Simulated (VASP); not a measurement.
# Co (P6_3/mmc) in VASP: a series of runs

Runs on Co. Level: PBE. Tasks: relaxation of shape and atoms at fixed volume.

All numbers are computed with VASP 6.6.1; they aren't measurements. Logs are shortened: lines on timing, memory, paths and dates and some standing lists are left out, and cuts for length are marked.

### Step 1. The cell of the first run

The structure is hexagonal, space group P6_3/mmc (No. 194). The conventional cell has a = 2.159 Å, b = 2.159 Å, c = 3.482 Å, α = 90.00°, β = 90.00°, γ = 120.00°. Co (site symmetry -6m2) has 12 Co at 2.14 to 2.16 Å within 2.8 Å.

### Step 2. Relaxation of shape and atoms at fixed volume, PBE

Input file INCAR:

```
  PREC = Accurate
  ENCUT = 600
  EDIFF = 1E-7
  ISMEAR = -1
  SIGMA = 0.05
  LREAL = False
  LASPH = True
  NELM = 100
  ALGO = Normal
  ISIF = 4
  LWAVE = False
  LCHARG = False
  GGA = PE
  IBRION = 2
  NSW = 50
  EDIFFG = -0.005
```

Input file KPOINTS:

```
Automatic mesh
0
Gamma
  17 17 10
```

Input file POSCAR:

```
Co
1.0
    2.1586261232      0.0000000000      0.0000000000
   -1.0793130616      1.8694250600      0.0000000000
    0.0000000000      0.0000000000      3.4822699679
Co
2
Direct
    0.3333333333      0.6666666667      0.2500000000
    0.6666666667      0.3333333333      0.7500000000
```

Potentials or basis: VASP PAW PBE potentials, release 64 (Co).

Launch:

```bash
> cat potpaw_PBE.64/Co/POTCAR > POTCAR
> mpirun -np 1 vasp_std > vasp.out
```

OUTCAR:

```text
PREC = Accurate
   ENCUT = 600
   EDIFF = 1E-7
   ISMEAR = -1
   LREAL = False
   LASPH = True
   NELM = 100
   ISIF = 4
   GGA = PE
   IBRION = 2
   NSW = 50
   EDIFFG = -0.005

 ion  position               nearest neighbor table
   1  0.333  0.667  0.250-   2 2.14   2 2.14   2 2.14   2 2.14   2 2.14   2 2.14   2 3.04   2 3.04
                             2 3.04   2 3.04   2 3.04   2 3.04
   2  0.667  0.333  0.750-   1 2.14   1 2.14   1 2.14   1 2.14   1 2.14   1 2.14   1 3.04   1 3.04
                             1 3.04   1 3.04   1 3.04   1 3.04

  LATTYP: Found a hexagonal cell.
 ALAT       =     2.1586261232
 C/A-ratio  =     1.6131880970

  Lattice vectors:

 A1 = (   2.1586261232,   0.0000000000,   0.0000000000)
 A2 = (  -1.0793130616,   1.8694250600,   0.0000000000)
 A3 = (   0.0000000000,   0.0000000000,   3.4822699679)

Analysis of symmetry for initial positions (statically):
=====================================================================
 Subroutine PRICEL returns:
 Original cell was already a primitive cell.

 Routine SETGRP: Setting up the symmetry group for a
 hexagonal supercell.

 Subroutine GETGRP returns: Found 24 space group operations
 (whereof 12 operations were pure point group operations)
 out of a pool of 24 trial point group operations.

The static configuration has the point symmetry D_3d.
 The point group associated with its full space group is D_6h.

Analysis of symmetry for dynamics (positions and initial velocities):
=====================================================================
 Subroutine PRICEL returns:
 Original cell was already a primitive cell.

 Routine SETGRP: Setting up the symmetry group for a
 hexagonal supercell.

 Subroutine GETGRP returns: Found 24 space group operations
 (whereof 12 operations were pure point group operations)
 out of a pool of 24 trial point group operations.

The dynamic configuration has the point symmetry D_3d.
 The point group associated with its full space group is D_6h.

 Subroutine INISYM returns: Found 24 space group operations
 (whereof 12 operations are pure point group operations),
 and found     1 'primitive' translations

----------------------------------------------------------------------------------------

                                     Primitive cell

  volume of cell :      14.0523

  direct lattice vectors                    reciprocal lattice vectors
     2.158626123  0.000000000  0.000000000     0.463257620  0.267461912  0.000000000
    -1.079313062  1.869425060  0.000000000     0.000000000  0.534923823  0.000000000
     0.000000000  0.000000000  3.482269968     0.000000000  0.000000000  0.287169004

  length of vectors
     2.158626123  2.158626123  3.482269968     0.534923823  0.534923823  0.287169004

  position of ions in fractional coordinates (direct lattice)
     0.333333333  0.666666667  0.250000000
     0.666666667  0.333333333  0.750000000

  ion indices of the primitive-cell ions
   primitive index   ion index
                 1           1
                 2           2

----------------------------------------------------------------------------------------

 KPOINTS: Automatic mesh

Automatic generation of k-mesh.
 Grid dimensions read from file:
 generate k-points for:   17   17   10

 Generating k-lattice:

  Cartesian coordinates                     Fractional coordinates (reciprocal lattice)
     0.027250448  0.015733054  0.000000000     0.058823529 -0.000000000  0.000000000
     0.000000000  0.031466107  0.000000000     0.000000000  0.058823529  0.000000000
     0.000000000  0.000000000  0.028716900     0.000000000  0.000000000  0.100000000

  Length of vectors
     0.031466107  0.031466107  0.028716900

  Shift w.r.t. Gamma in fractional coordinates (k-lattice)
     0.000000000  0.000000000  0.000000000

 Subroutine IBZKPT returns following result:
 ===========================================

 Found    198 irreducible k-points:

 Following reciprocal coordinates:
            Coordinates               Weight
  0.000000  0.000000  0.000000      1.000000
  0.058824  0.000000  0.000000      6.000000
  0.117647 -0.000000  0.000000      6.000000
  0.176471  0.000000  0.000000      6.000000
  0.235294 -0.000000  0.000000      6.000000
  0.294118 -0.000000  0.000000      6.000000
[... 16 lines left out ...]
  0.411765  0.117647  0.000000     12.000000
  0.176471  0.176471  0.000000      6.000000
 [... further k-points ...]
   k-points           NKPTS =    198   k-points in BZ     NKDIM =    198   number of bands    NBANDS=     13
   number of dos      NEDOS =    301   number of ions     NIONS =      2
   total plane-waves  NPLWV =   9072
   dimension x,y,z NGX =    18 NGY =   18 NGZ =   28
   dimension x,y,z NGXF=    36 NGYF=   36 NGZF=   56
   ions per type =               2
   NGX,Y,Z   is equivalent  to a cutoff of  13.86, 13.86, 13.37 a.u.
   NGXF,Y,Z  is equivalent  to a cutoff of  27.73, 27.73, 26.73 a.u.
 SYSTEM =  unknown system
   PREC   = accura    normal or accurate (medium, high low for compatibility)
   ISTART =      0    job   : 0-new  1-cont  2-samecut
   ICHARG =      2    charge: 1-file 2-atom 10-const
   ISPIN  =      1    spin polarized calculation?
   LNONCOLLINEAR =      F non collinear calculations
   LSORBIT =      F    spin-orbit coupling
   LASPH  =      T    aspherical Exc in radial PAW
   ENCUT  =  600.0 eV  44.10 Ry    6.64 a.u.   4.31  4.31  6.95*2*pi/ulx,y,z
   NELM   =    100;   NELMIN=  2; NELMDL= -5     # of ELM steps
   EDIFF  = 0.1E-06   stopping-criterion for ELM
   LREAL  =      F    real-space projection
   EDIFFG = -.5E-02   stopping-criterion for IOM
   NSW    =     50    number of steps for IOM
   IBRION =      2    ionic relax: 0-MD 1-quasi-New 2-CG
   NFREE  =      1    steps in history (QN), initial steepest desc. (CG)
   ISIF   =      4    stress and relaxation
   ISYM   =      2    0-nonsym 1-usesym 2-fastsym
   POTIM  = 0.5000    time-step for ionic-motion
   TEBEG  =    0.0;   TEEND  =   0.0 temperature during run
   PSTRESS=    0.0 pullay stress
   NELECT =      18.0000    total number of electrons
   NUPDOWN=      -1.0000    fix difference up-down
   EMIN   =  10.00;   EMAX   =-10.00  energy-range for DOS
   EFERMI =   0.00;   METHOD = LEGACY
   ISMEAR =    -1;   SIGMA  =   0.05  broadening in eV -4-tet -1-fermi 0-gaus
   EFERMI_NEDOS =   21; number of points for ismear=-14 and -15
   IALGO  =     38    algorithm
   IMIX   =      4    mixing-type and parameters
     AMIX     =   0.40;   BMIX     =  1.00
     AMIX_MAG =   1.60;   BMIX_MAG =  1.00
  volume/ion in A,a.u.               =       7.03        47.41
  Fermi-wavevector in a.u.,A,eV,Ry     =   1.777937  3.359814 43.008830  3.161060
  Thomas-Fermi vector in A             =   2.843231
   LORBIT       =      0    0 simple, 1 ext, 2 COOP (PROOUT), +10 PAW based schemes
   GGA     = PE    functional components
   LHFCALC =     F    Hartree Fock is set to
   AEXX    =    0.0000 exact exchange contribution
   IVDW    =     0    specifies the selected vdW correction
   LEPSILON=     F    determine dielectric tensor
   LRPA    =     F    only Hartree local field effects (RPA)
 conjugate gradient relaxation of ions
 non-spin polarized calculation
  energy-cutoff  :      600.00
  volume of cell :       14.05
 maximum number of plane-waves:       494
 NGX is ok and might be reduce to    18
   NGX =  9   NGY =  9   NGZ = 13

--------------------------------------- Ionic step        1  -------------------------------------------

 number of electron      18.0000004 magnetization

 Free energy of the ion-electron system (eV)
  ---------------------------------------------------
  ext. energy  EPLUGINS =         0.00000000
  ---------------------------------------------------
  free energy    TOTEN  =       -10.29058831 eV

  energy without entropy =      -10.26516818  energy(sigma->0) =      -10.27787825

------------------------ aborting loop because EDIFF is reached ----------------------------------------

  FORCE on cell =-STRESS in cart. coord.  units (eV):
  Direction    XX          YY          ZZ          XY          YZ          ZX
  --------------------------------------------------------------------------------------
  -------------------------------------------------------------------------------------
  Total       20.6453041     20.6453041     20.9639271     -0.0000000     -0.0000000      0.0000000
  in kB     2353.8779444   2353.8779445   2390.2058123     -0.0000000     -0.0000000      0.0000000
  external PRESSURE =    2365.9872337 kB  Pullay stress =       0.0000000 kB
[... 57 lines left out ...]
  energy  without entropy=      -10.2649259682  energy(sigma->0) =      -10.27771975

--------------------------------------- Ionic step        3  -------------------------------------------

 number of electron      18.0000004 magnetization

 Free energy of the ion-electron system (eV)
  ---------------------------------------------------
  ext. energy  EPLUGINS =         0.00000000
  ---------------------------------------------------
  free energy    TOTEN  =       -10.29097781 eV

  energy without entropy =      -10.26545904  energy(sigma->0) =      -10.27821843

 E-fermi :  18.4439     XC(G=0): -16.1930

 val. band max:       18.4398224011   @ k =   0.4706   0.0588   0.2000
 cond. band min:      18.4443190378   @ k =   0.0588   0.0000   0.4000
 fundamental gap:      0.0044966367
 Fermi energy:        18.4438665457

 k-point     1 :       0.0000    0.0000    0.0000
  band No.  band energies     occupation
      1       6.4613      2.00000
      2      10.5161      2.00000
      3      14.9767      2.00000
      4      15.0291      2.00000
      5      15.0291      2.00000
      6      15.6974      2.00000
      7      15.6974      2.00000
      8      16.4111      2.00000
      9      16.4111      2.00000
     10      18.0327      1.99946
     11      18.5788      0.12607
     12      18.5788      0.12607
     13      29.7422      0.00000
[... 353 lines left out ...]
 k-point    24 :       0.1765    0.1765    0.0000
  band No.  band energies     occupation
      1      10.3154      2.00000
      2      12.2975      2.00000
      3      12.5324      2.00000
      4      12.8154      2.00000
      5      14.7058      2.00000
      6      15.1722      2.00000
      7      15.9250      2.00000
      8      16.6343      2.00000
      9      17.7628      2.00000
     10      18.6047      0.07714
     11      18.8305      0.00088
     12      27.3442      0.00000
     13      30.0009      0.00000

 [... further k-points ...]

------------------------ aborting loop because EDIFF is reached ----------------------------------------

  FORCE on cell =-STRESS in cart. coord.  units (eV):
  Direction    XX          YY          ZZ          XY          YZ          ZX
  --------------------------------------------------------------------------------------
  -------------------------------------------------------------------------------------
  Total       20.7499788     20.7499788     20.7506614      0.0000000     -0.0000000      0.0000000
  in kB     2365.8124547   2365.8124548   2365.8902833      0.0000000     -0.0000000      0.0000000
  external PRESSURE =    2365.8383976 kB  Pullay stress =       0.0000000 kB
[... 17 lines left out ...]
  FREE ENERGIE OF THE ION-ELECTRON SYSTEM (eV)
  ---------------------------------------------------
  free  energy   TOTEN  =       -10.2909778102 eV

  energy  without entropy=      -10.2654590400  energy(sigma->0) =      -10.27821843

 reached required accuracy - stopping structural energy minimisation
```

Run time: 42 s. Hardware: 1 thread of Intel Xeon 6975P-C (Granite Rapids), shared host; peak memory 0.16 GiB.

What came out:

```
Free energy               : -10.2910 eV
Energy gained by relaxing : 0.2 meV/atom
Ionic steps               : 3
Pressure after relaxing   : 236.6 GPa
Band gap on the k mesh    : zero (band 9 reaches 19.08 eV, above the bottom of band 10 at 16.42 eV)
```

The path:
| step | energy change (eV) | largest force (eV/Å) | pressure (GPa) | volume (Å³) |
| --- | --- | --- | --- | --- |
| 1 | 0.0000 | 0.0000 | 236.60 | 14.05 |
| 2 | 0.0001 | 0.0000 | 236.57 | 14.05 |
| 3 | -0.0004 | 0.0000 | 236.58 | 14.05 |

Final structure:
```xyz
2
Lattice="2.1560 0.0000 0.0000 -1.0780 1.8671 0.0000 0.0000 0.0000 3.4908" Properties=species:S:1:pos:R:3 pbc="T T T"
Co    0.0000    1.2448    0.8727
Co    1.0780    0.6224    2.6181
```

Caveat: the run has no spin polarisation, though such a crystal can be magnetic. Spin polarisation is off, so any magnetic state and its effect on volume and gap are missing.

### Step 3. Relaxation of shape and atoms at fixed volume, PBE

This run uses another cell than the first one, of 8.06 Å³/atom, 1.147 times its volume.

Input file INCAR:

```
SYSTEM = Co
ALGO = Normal ; EDIFF = 1E-6
EDIFFG = -0.005 ; ENCUT = 600
GGA = PE ; IBRION = 2
ISIF = 4 ; ISMEAR = -1
LASPH = .True. ; LCHARG = .False.
LREAL = .False. ; LWAVE = .False.
NELM = 60 ; NSW = 50
PREC = Accurate ; SIGMA = 0.05
```

Input file KPOINTS:

```
k-points
0
Gamma
  17 17 10
  0 0 0
```

Input file POSCAR:

```
Co
1.0
    2.2596403703      0.0000000000      0.0000000000
   -1.1298201852      1.9569059641      0.0000000000
    0.0000000000      0.0000000000      3.6452249489
Co
2
Direct
    0.3333333333      0.6666666667      0.2500000000
    0.6666666667      0.3333333333      0.7500000000
```

Potentials or basis: VASP PAW PBE potentials, release 64 (Co).

Launch:

```bash
> cat potpaw_PBE.64/Co/POTCAR > POTCAR
> mpirun -np 1 vasp_std > vasp.out
```

Wall time 43 s (1 thread of Intel Xeon 6975P-C (Granite Rapids), shared host); peak memory 0.16 GiB.

The run converged. Its results:

| Item | Value |
| --- | --- |
| Free energy | -12.4416 eV |
| Energy gained by relaxing | 0.1 meV/atom |
| Ionic steps | 3 |
| Pressure after relaxing | 110.1 GPa |
| Band gap on the k mesh | zero (band 9 reaches 15.93 eV, above the bottom of band 10 at 13.74 eV) |

The path:
| step | energy change (eV) | largest force (eV/Å) | pressure (GPa) | volume (Å³) |
| --- | --- | --- | --- | --- |
| 1 | 0.0000 | 0.0000 | 110.08 | 16.12 |
| 2 | -0.0001 | 0.0000 | 110.02 | 16.12 |
| 3 | -0.0002 | 0.0000 | 110.05 | 16.12 |

Final structure:
```cif
data_structure
_symmetry_space_group_name_H-M 'P 1'
_symmetry_Int_Tables_number 1
_cell_length_a 2.2576
_cell_length_b 2.2576
_cell_length_c 3.6518
_cell_angle_alpha 90.000
_cell_angle_beta 90.000
_cell_angle_gamma 120.000
_cell_volume 16.12
loop_
_atom_site_label
_atom_site_type_symbol
_atom_site_fract_x
_atom_site_fract_y
_atom_site_fract_z
_atom_site_occupancy
Co1 Co 0.33333 0.66667 0.25000 1
Co2 Co 0.66667 0.33333 0.75000 1
```

Levels at points of the mesh, in eV from the Fermi level:
```csv
k point,band 6,band 7,band 8,band 9,band 10,band 11,band 12,band 13
"(0.00, 0.00, 0.00)",-2.23,-2.23,-1.66,-1.66,-0.35,0.12,0.12,9.66
"(0.00, 0.00, 0.50)",-2.87,-2.87,-2.87,-0.36,-0.36,-0.36,-0.36,18.73
```

Caveat: the run has no spin polarisation, though such a crystal can be magnetic.

### Step 4. Relaxation of shape and atoms at fixed volume, PBE

This run uses another cell than the first one, of 9.09 Å³/atom, 1.294 times its volume.

Input file INCAR:

```
SYSTEM = Co
PREC = Accurate
ENCUT = 600
EDIFF = 1E-7
ISMEAR = -1
SIGMA = 0.05
LREAL = .False.
LASPH = .True.
NELM = 80
ALGO = Normal
ISIF = 4
LWAVE = .False.
LCHARG = .False.
GGA = PE
IBRION = 2
NSW = 50
EDIFFG = -0.005
```

Input file KPOINTS:

```
Automatic mesh
0
Gamma
  17 17 10
  0 0 0
```

Input file POSCAR:

```
Co
1.0
    2.3523504075      0.0000000000      0.0000000000
   -1.1761752037      2.0371952115      0.0000000000
    0.0000000000      0.0000000000      3.7947836773
Co
2
Direct
    0.3333333333      0.6666666667      0.2500000000
    0.6666666667      0.3333333333      0.7500000000
```

Launch:

```bash
> cat potpaw_PBE.64/Co/POTCAR > POTCAR
> mpirun -np 1 vasp_std > vasp.out
```

Run time: 46 s. Hardware: 1 thread of Intel Xeon 6975P-C (Granite Rapids), shared host; peak memory 0.17 GiB.

The run converged. Its results:

- Free energy: -13.3791 eV
- Energy gained by relaxing: 0.0 meV/atom
- Ionic steps: 3
- Pressure after relaxing: 42.0 GPa
- Band gap on the k mesh: zero (band 9 reaches 13.51 eV, above the bottom of band 10 at 11.68 eV)

Final structure:
```
Co
1.0
     2.35116    0.00000    0.00000
    -1.17558    2.03616    0.00000
     0.00000    0.00000    3.79863
Co
2
Direct
  0.33333 0.66667 0.25000
  0.66667 0.33333 0.75000
```

Levels at points of the mesh, in eV from the Fermi level:
```csv
k point,band 7,band 8,band 9,band 10,band 11,band 12
"(0.00, 0.00, 0.00)",-1.86,-1.39,-1.39,-0.23,0.11,0.11
"(0.00, 0.00, 0.50)",-2.39,-2.39,-0.30,-0.30,-0.30,-0.30
```

Caveat: the run has no spin polarisation, though such a crystal can be magnetic. Spin polarisation is off, so any magnetic state and its effect on volume and gap are missing.

### Step 5. The runs side by side

| cell | gap on the mesh (eV) | pressure (GPa) |
| --- | --- | --- |
| relaxed from a = 2.159, b = 2.159, c = 3.482 Å, angles 90.0, 90.0, 120.0°, 2 atoms | none | 236.6 |
| relaxed from a = 2.260, b = 2.260, c = 3.645 Å, angles 90.0, 90.0, 120.0°, 2 atoms | none | 110.1 |
| relaxed from a = 2.352, b = 2.352, c = 3.795 Å, angles 90.0, 90.0, 120.0°, 2 atoms | none | 42.0 |

Alike in all rows: task relaxation of shape and atoms at fixed volume; level PBE; potentials or basis VASP PAW PBE potentials, release 64 (Co); no spin polarisation; k mesh 17 × 17 × 10; cutoff (eV) 600; smearing fermi-dirac 0.05 eV.

Caveats: the run has no spin polarisation, though such a crystal can be magnetic.

Total energies depend on the potentials used, so only differences within one code and one set of settings carry meaning.
